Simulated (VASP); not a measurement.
# ZrPdSe4 (I4/mmm) in VASP: a series of runs

The runs below take ZrPdSe4 through relaxation of cell and atoms, single point, with PBE.

All numbers are computed with VASP 6.6.1; they aren't measurements. Logs are shortened: lines on timing, memory, paths and dates and some standing lists are left out, and cuts for length are marked.

### 1 The cell of the first run

The structure is tetragonal, space group I4/mmm (No. 139). Conventional cell: a = 7.073 Å, b = 7.073 Å, c = 6.710 Å, α = 90.00°, β = 90.00°, γ = 90.00°. Zr (site symmetry 4/mmm) has 2 Pd at 3.36 Å and 16 Se at 3.77 to 4.02 Å within 4.4 Å. Pd (site symmetry 4/mmm) has 4 Se at 2.22 Å within 2.9 Å. Within 2.9 Å of Se (site symmetry m2m) lie 1 Pd at 2.22 Å and 1 Se at 2.64 Å.

The cell was generated, and may not be a known phase.

### 2 Relaxation of cell and atoms, PBE

The input, INCAR:

```
SYSTEM = ZrPdSe4
PREC     = Accurate       ! precision mode
ENCUT    = 600            ! plane-wave cutoff, eV
EDIFF    = 1E-7           ! SCF threshold, eV
ISMEAR   = 0              ! smearing method
SIGMA    = 0.1            ! smearing width, eV
LREAL    = .FALSE.        ! projectors in reciprocal space
LASPH    = .TRUE.         ! aspherical terms in the spheres
NELM     = 80             ! most SCF steps
ALGO     = Normal         ! electronic algorithm
ISIF     = 3              ! what is computed and relaxed
LWAVE    = .FALSE.        ! write WAVECAR
LCHARG   = .FALSE.        ! write CHGCAR
GGA      = PE             ! functional
IBRION   = 2              ! ionic algorithm
NSW      = 90             ! ionic steps
EDIFFG   = -0.04          ! ionic threshold
```

The input, KPOINTS:

```
Automatic mesh
0
G
  4 4 4
  0 0 0
```

The input, POSCAR:

```
ZrPdSe4
1.0
   -3.5363331200      3.5363331200      3.3551752100
    3.5363331200     -3.5363331200      3.3551752100
    3.5363331200      3.5363331200     -3.3551752100
Zr Pd Se
1 1 4
Direct
    0.0000000000      0.0000000000      0.0000000000
    0.5000000000      0.5000000000      0.0000000000
    0.5000000000      0.8134157200      0.3134157200
    0.5000000000      0.1865842800      0.6865842800
    0.8134157200      0.5000000000      0.3134157200
    0.1865842800      0.5000000000      0.6865842800
```

Potentials or basis: VASP PAW PBE potentials, release 64 (Zr_sv, Pd, Se).

Started as:

```console
$ cat potpaw_PBE.64/Zr_sv/POTCAR potpaw_PBE.64/Pd/POTCAR potpaw_PBE.64/Se/POTCAR > POTCAR
$ mpirun -np 1 vasp_std > vasp.out
```

OUTCAR:

```text
SYSTEM = ZrPdSe4
   PREC = Accurate
   ENCUT = 600
   EDIFF = 1E-7
   ISMEAR = 0
   LREAL = .FALSE.
   LASPH = .TRUE.
   NELM = 80
   ISIF = 3
   GGA = PE
   IBRION = 2
   NSW = 90
   EDIFFG = -0.04

 ion  position               nearest neighbor table
   1  0.000  0.000  0.000-   2 3.36   2 3.36
   2  0.500  0.500  0.000-   3 2.22   4 2.22   5 2.22   6 2.22   1 3.36   1 3.36
   3  0.500  0.813  0.313-   2 2.22   4 2.64
   4  0.500  0.187  0.687-   2 2.22   3 2.64
   5  0.813  0.500  0.313-   2 2.22   6 2.64
   6  0.187  0.500  0.687-   2 2.22   5 2.64

  LATTYP: Found a body centered tetragonal cell.
 ALAT       =     7.0726662400
 C/A-ratio  =     0.9487723854

  Lattice vectors:

 A1 = (  -3.5363331200,   3.5363331200,   3.3551752100)
 A2 = (   3.5363331200,  -3.5363331200,   3.3551752100)
 A3 = (   3.5363331200,   3.5363331200,  -3.3551752100)

Analysis of symmetry for initial positions (statically):
=====================================================================
 Subroutine PRICEL returns:
 Original cell was already a primitive cell.

 Routine SETGRP: Setting up the symmetry group for a
 body centered tetragonal supercell.

 Subroutine GETGRP returns: Found 16 space group operations
 (whereof 16 operations were pure point group operations)
 out of a pool of 16 trial point group operations.

The static configuration has the point symmetry D_4h.

Analysis of symmetry for dynamics (positions and initial velocities):
=====================================================================
 Subroutine PRICEL returns:
 Original cell was already a primitive cell.

 Routine SETGRP: Setting up the symmetry group for a
 body centered tetragonal supercell.

 Subroutine GETGRP returns: Found 16 space group operations
 (whereof 16 operations were pure point group operations)
 out of a pool of 16 trial point group operations.

The dynamic configuration has the point symmetry D_4h.

 Subroutine INISYM returns: Found 16 space group operations
 (whereof 16 operations are pure point group operations),
 and found     1 'primitive' translations

----------------------------------------------------------------------------------------

                                     Primitive cell

  volume of cell :     167.8346

  direct lattice vectors                    reciprocal lattice vectors
    -3.536333120  3.536333120  3.355175210     0.000000000  0.141389395  0.149023514
     3.536333120 -3.536333120  3.355175210     0.141389395  0.000000000  0.149023514
     3.536333120  3.536333120 -3.355175210     0.141389395  0.141389395  0.000000000

  length of vectors
     6.022333813  6.022333813  6.022333813     0.205423876  0.205423876  0.199954800

  position of ions in fractional coordinates (direct lattice)
     0.000000000  0.000000000  0.000000000
     0.500000000  0.500000000  0.000000000
     0.500000000  0.813415720  0.313415720
     0.500000000  0.186584280  0.686584280
     0.813415720  0.500000000  0.313415720
     0.186584280  0.500000000  0.686584280

  ion indices of the primitive-cell ions
   primitive index   ion index
                 1           1
                 2           2
                 3           3
                 4           4
                 5           5
                 6           6

----------------------------------------------------------------------------------------

 KPOINTS: Automatic mesh

Automatic generation of k-mesh.
 Grid dimensions read from file:
 generate k-points for:    4    4    4

 Generating k-lattice:

  Cartesian coordinates                     Fractional coordinates (reciprocal lattice)
     0.000000000  0.035347349  0.037255879     0.250000000 -0.000000000  0.000000000
     0.035347349  0.000000000  0.037255879    -0.000000000  0.250000000  0.000000000
     0.035347349  0.035347349  0.000000000     0.000000000  0.000000000  0.250000000

  Length of vectors
     0.051355969  0.051355969  0.049988700

  Shift w.r.t. Gamma in fractional coordinates (k-lattice)
     0.000000000  0.000000000  0.000000000

 Subroutine IBZKPT returns following result:
 ===========================================

 Found     13 irreducible k-points:

 Following reciprocal coordinates:
            Coordinates               Weight
  0.000000  0.000000  0.000000      1.000000
  0.250000  0.000000  0.000000      8.000000
  0.500000  0.000000  0.000000      4.000000
  0.250000  0.250000  0.000000      8.000000
  0.500000  0.250000  0.000000     16.000000
 -0.250000  0.250000  0.000000      4.000000
  0.500000  0.500000  0.000000      2.000000
  0.250000  0.250000  0.250000      2.000000
 -0.250000  0.250000  0.250000      4.000000
  0.500000  0.500000  0.250000      4.000000
 -0.250000  0.500000  0.250000      8.000000
 -0.250000 -0.250000  0.250000      2.000000
  0.500000  0.500000  0.500000      1.000000
   k-points           NKPTS =     13   k-points in BZ     NKDIM =     13   number of bands    NBANDS=     27
   number of dos      NEDOS =    301   number of ions     NIONS =      6
   total plane-waves  NPLWV = 110592
   dimension x,y,z NGX =    48 NGY =   48 NGZ =   48
   dimension x,y,z NGXF=    96 NGYF=   96 NGZF=   96
   ions per type =               1   1   4
   NGX,Y,Z   is equivalent  to a cutoff of  13.25, 13.25, 13.25 a.u.
   NGXF,Y,Z  is equivalent  to a cutoff of  26.50, 26.50, 26.50 a.u.
 SYSTEM =  ZrPdSe4
   PREC   = accura    normal or accurate (medium, high low for compatibility)
   ISTART =      0    job   : 0-new  1-cont  2-samecut
   ICHARG =      2    charge: 1-file 2-atom 10-const
   ISPIN  =      1    spin polarized calculation?
   LNONCOLLINEAR =      F non collinear calculations
   LSORBIT =      F    spin-orbit coupling
   LASPH  =      T    aspherical Exc in radial PAW
   ENCUT  =  600.0 eV  44.10 Ry    6.64 a.u.  12.03 12.03 12.03*2*pi/ulx,y,z
   NELM   =     80;   NELMIN=  2; NELMDL= -5     # of ELM steps
   EDIFF  = 0.1E-06   stopping-criterion for ELM
   LREAL  =      F    real-space projection
   EDIFFG = -.4E-01   stopping-criterion for IOM
   NSW    =     90    number of steps for IOM
   IBRION =      2    ionic relax: 0-MD 1-quasi-New 2-CG
   NFREE  =      1    steps in history (QN), initial steepest desc. (CG)
   ISIF   =      3    stress and relaxation
   ISYM   =      2    0-nonsym 1-usesym 2-fastsym
   POTIM  = 0.5000    time-step for ionic-motion
   TEBEG  =    0.0;   TEEND  =   0.0 temperature during run
   PSTRESS=    0.0 pullay stress
   NELECT =      46.0000    total number of electrons
   NUPDOWN=      -1.0000    fix difference up-down
   EMIN   =  10.00;   EMAX   =-10.00  energy-range for DOS
   EFERMI =   0.00;   METHOD = LEGACY
   ISMEAR =     0;   SIGMA  =   0.10  broadening in eV -4-tet -1-fermi 0-gaus
   EFERMI_NEDOS =   21; number of points for ismear=-14 and -15
   IALGO  =     38    algorithm
   IMIX   =      4    mixing-type and parameters
     AMIX     =   0.40;   BMIX     =  1.00
     AMIX_MAG =   1.60;   BMIX_MAG =  1.00
  volume/ion in A,a.u.               =      27.97       188.77
  Fermi-wavevector in a.u.,A,eV,Ry     =   1.063409  2.009551 15.385990  1.130838
  Thomas-Fermi vector in A             =   2.198893
   LORBIT       =      0    0 simple, 1 ext, 2 COOP (PROOUT), +10 PAW based schemes
   GGA     = PE    functional components
   LHFCALC =     F    Hartree Fock is set to
   AEXX    =    0.0000 exact exchange contribution
   IVDW    =     0    specifies the selected vdW correction
   LEPSILON=     F    determine dielectric tensor
   LRPA    =     F    only Hartree local field effects (RPA)
 conjugate gradient relaxation of ions
 non-spin polarized calculation
 Gauss-broadening in eV      SIGMA  =   0.10
  energy-cutoff  :      600.00
  volume of cell :      167.83
 maximum number of plane-waves:      5626
   NGX = 25   NGY = 25   NGZ = 25

--------------------------------------- Ionic step        1  -------------------------------------------

 number of electron      46.0000000 magnetization

 Free energy of the ion-electron system (eV)
  ---------------------------------------------------
  ext. energy  EPLUGINS =         0.00000000
  ---------------------------------------------------
  free energy    TOTEN  =       -22.91154334 eV

  energy without entropy =      -22.87447224  energy(sigma->0) =      -22.89300779

------------------------ aborting loop because EDIFF is reached ----------------------------------------

  FORCE on cell =-STRESS in cart. coord.  units (eV):
  Direction    XX          YY          ZZ          XY          YZ          ZX
  --------------------------------------------------------------------------------------
  -------------------------------------------------------------------------------------
  Total       10.2091698     10.2091698     -8.2928345      0.0000000     -0.0000000      0.0000000
  in kB       97.4584444     97.4584444    -79.1647876      0.0000000     -0.0000000      0.0000000
  external PRESSURE =      38.5840338 kB  Pullay stress =       0.0000000 kB
[... 101 lines left out ...]
  FREE ENERGIE OF THE ION-ELECTRON SYSTEM (eV)
  ---------------------------------------------------
  free  energy   TOTEN  =       -23.8727317373 eV

  energy  without entropy=      -23.8380539254  energy(sigma->0) =      -23.85539283

 E-fermi :   5.5045     XC(G=0): -10.0120

 val. band max:        5.4768522810   @ k =  -0.2500   0.5000   0.2500
 cond. band min:       5.5139687746   @ k =  -0.2500   0.2500   0.2500
 fundamental gap:      0.0371164936
 Fermi energy:         5.5044661815

 k-point     1 :       0.0000    0.0000    0.0000
  band No.  band energies     occupation
      1     -45.3776      2.00000
      2     -23.3618      2.00000
      3     -23.3618      2.00000
      4     -23.3138      2.00000
      5      -9.5576      2.00000
      6      -6.9522      2.00000
[... 379 lines left out ...]
     26       5.8826      0.00000
     27       6.1005      0.00000

 E-fermi :   5.3974     XC(G=0):  -9.9734

 val. band max:        5.3801477637   @ k =  -0.2500   0.5000   0.2500
 cond. band min:       5.4354151369   @ k =  -0.2500   0.2500   0.2500
 fundamental gap:      0.0552673733
 Fermi energy:         5.3973774313

 k-point     1 :       0.0000    0.0000    0.0000
  band No.  band energies     occupation
      1     -45.5154      2.00000
      2     -23.5031      2.00000
      3     -23.5031      2.00000
      4     -23.4111      2.00000
      5      -9.6501      2.00000
      6      -7.1535      2.00000
[... 379 lines left out ...]
     26       5.7561      0.00000
     27       6.0333      0.00000

[... ionic steps 4 to 11 ...]

--------------------------------------- Ionic step       12  -------------------------------------------

 number of electron      45.9999996 magnetization

------------------------ aborting loop because EDIFF is reached ----------------------------------------
[... 75 lines left out ...]
--------------------------------------- Ionic step       14  -------------------------------------------

 number of electron      45.9999997 magnetization

 Free energy of the ion-electron system (eV)
  ---------------------------------------------------
  ext. energy  EPLUGINS =         0.00000000
  ---------------------------------------------------
  free energy    TOTEN  =       -25.42117735 eV

  energy without entropy =      -25.39131096  energy(sigma->0) =      -25.40624415

 E-fermi :   4.4417     XC(G=0):  -9.5893

 val. band max:        4.4324873065   @ k =  -0.2500   0.5000   0.2500
 cond. band min:       4.4464895601   @ k =  -0.2500  -0.2500   0.2500
 fundamental gap:      0.0140022536
 Fermi energy:         4.4417161821

 k-point     1 :       0.0000    0.0000    0.0000
  band No.  band energies     occupation
      1     -46.5935      2.00000
      2     -24.5726      2.00000
      3     -24.5726      2.00000
      4     -24.4535      2.00000
      5      -9.7587      2.00000
      6      -7.7206      2.00000
[... 412 lines left out ...]
  FREE ENERGIE OF THE ION-ELECTRON SYSTEM (eV)
  ---------------------------------------------------
  free  energy   TOTEN  =       -25.4211773506 eV

  energy  without entropy=      -25.3913109577  energy(sigma->0) =      -25.40624415

 reached required accuracy - stopping structural energy minimisation
```

Wall time 18 min (1 thread of Intel Xeon Platinum 8488C (Sapphire Rapids), shared host); peak memory 0.4 GiB.

Results:

```
Free energy                           : -25.4212 eV
Relaxed volume                        : 25.59 Å³/atom
Relaxed cell                          : a = 6.041 Å, b = 6.041 Å, c = 6.041 Å, α = 100.41°, β = 100.41°, γ = 129.68°
Space group after relaxing (to 0.1 Å) : I4/mmm (No. 139)
Energy gained by relaxing             : 418.3 meV/atom
Ionic steps                           : 14
Pressure after relaxing               : 0.0 GPa
Largest force after relaxing          : 0.004 eV/Å
Band gap on the k mesh                : zero (bands 23 and 24 overlap by 0.34 eV)
```

Forces on the atoms (eV/Å):
```
Zr   0.000  0.000  0.000
Pd   0.000  0.000  0.000
Se  -0.004  0.000  0.000
Se   0.004  0.000  0.000
Se   0.000 -0.004  0.000
Se   0.000  0.004  0.000
```

Step by step:
| step | energy change (eV) | largest force (eV/Å) | pressure (GPa) | volume (Å³) |
| --- | --- | --- | --- | --- |
| 1 | 0.0000 | 2.9165 | 3.86 | 167.83 |
| 2 | -0.6883 | 1.0025 | -7.62 | 183.42 |
| 3 | -0.9612 | 0.1544 | -5.03 | 177.03 |
| 4 | -1.6818 | 0.7360 | -2.71 | 159.64 |
| 5 | -1.9226 | 1.1406 | 0.38 | 149.06 |
| 6 | -1.9338 | 1.2472 | 1.53 | 146.33 |
| 7 | -2.2246 | 0.9470 | 3.67 | 142.32 |
| 8 | -2.2005 | 0.6631 | 5.70 | 140.06 |
| 9 | -2.2365 | 0.8391 | 4.42 | 141.40 |
| 10 | -2.4800 | 0.3941 | -1.18 | 154.88 |
| 11 | -2.4809 | 0.4071 | -0.91 | 154.03 |
| 12 | -2.5080 | 0.0583 | 0.50 | 152.44 |
| 13 | -2.5089 | 0.0155 | 0.26 | 152.68 |
| 14 | -2.5096 | 0.0043 | -0.05 | 153.53 |

Final structure:
```xyz
6
Lattice="-3.8661 3.8661 2.5680 3.8661 -3.8661 2.5680 3.8661 3.8661 -2.5680" Properties=species:S:1:pos:R:3 pbc="T T T"
Zr    7.7322    0.0000    0.0000
Pd    3.8661    3.8661    0.0000
Se    2.4133    0.0000    2.5680
Se    1.4528    3.8661    0.0000
Se    0.0000    2.4133    2.5680
Se    3.8661    1.4528    0.0000
```

(Continued in part 2 of 2.)
